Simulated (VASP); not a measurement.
Write the native input for VASP 6.6.1 that does the following.

```
Task                   : single point
Functional             : LDA
Potentials or basis    : VASP PAW LDA potentials, release 64 (As, Fe, Li_sv)
Cutoff                 : 520 eV
k mesh                 : 6 × 6 × 4
Occupations            : fermi-dirac, width 0.05 eV
Spin                   : collinear spin, ferromagnetic start
Starting moments       : [0.0, 0.0, 4.0, 4.0, 0.0, 0.0] μB
Hubbard terms          : Fe d U = 4.5 eV
Dipole correction      : no
Further INCAR settings : ALGO = Normal; EDIFF = 1e-06; NBANDS = 29
```

The structure of LiFeAs lies in POSCAR:

```
LiFeAs
1.0
    3.7678000000      0.0000000000      0.0000000000
    0.0000000000      3.7678000000      0.0000000000
    0.0000000000      0.0000000000      6.3151000000
As Fe Li
2 2 2
Direct
    0.5000000000      0.0000000000      0.2362600000
    0.0000000000      0.5000000000      0.7637400000
    0.0000000000      0.0000000000      0.0000000000
    0.5000000000      0.5000000000      0.0000000000
    0.5000000000      0.0000000000      0.6550000000
    0.0000000000      0.5000000000      0.3450000000
```

The input as run:

INCAR

```
PREC     = Accurate       # precision mode
ENCUT    = 520            # plane-wave cutoff, eV
EDIFF    = 1E-6           # SCF threshold, eV
ISMEAR   = -1             # smearing method
SIGMA    = 0.05           # smearing width, eV
LREAL    = False          # projectors in reciprocal space
LASPH    = True           # aspherical terms in the spheres
NELM     = 150            # most SCF steps
ALGO     = Normal         # electronic algorithm
ISIF     = 2              # what is computed and relaxed
LWAVE    = False          # write WAVECAR
LCHARG   = False          # write CHGCAR
ISPIN    = 2              # spin polarisation
MAGMOM   = 0 0 4 4 0 0    # initial moments
LORBIT   = 11             # projections on sites
LMAXMIX  = 4              # l up to which the mixer works
LDAU     = True           # DFT+U
LDAUTYPE = 2            
LDAUL    = -1 2 -1        # shell
LDAUU    = 0 4.5 0        # U, eV
LDAUJ    = 0 0 0        
LDAUPRINT= 1            
NBANDS   = 29             # bands
```

KPOINTS

```
regular mesh
0
Gamma
  6 6 4
```

Potentials or basis: VASP PAW LDA potentials, release 64 (As, Fe, Li_sv).

Run with:

```console
$ cat potpaw_LDA.64/As/POTCAR potpaw_LDA.64/Fe/POTCAR potpaw_LDA.64/Li_sv/POTCAR > POTCAR
$ mpirun -np 1 vasp_std > vasp.out
```

It gave:

```yaml
Largest_force: 1.293 eV/Å
Net_moment: 6.35 μB per cell
Site_moments: As -0.01; Fe +3.15; Li -0.00 μB
Valence_electrons_inside_the_program's_atomic_spheres: As 2.90; Fe 7.25; Li 2.09
```

Caveat: the run started ferromagnetic, and an antiferromagnetic order may lie lower in energy; the U is typed as a test and isn't derived for this compound; forces of over 1 eV/Å act on the atoms, so gaps and moduli don't describe the material at rest.

Wall time 3.7 min on 1 thread of Intel(R) Xeon(R) Platinum 8375C CPU @ 2.90GHz (Ice Lake), with other jobs on the host, peak memory 0.24 GiB.
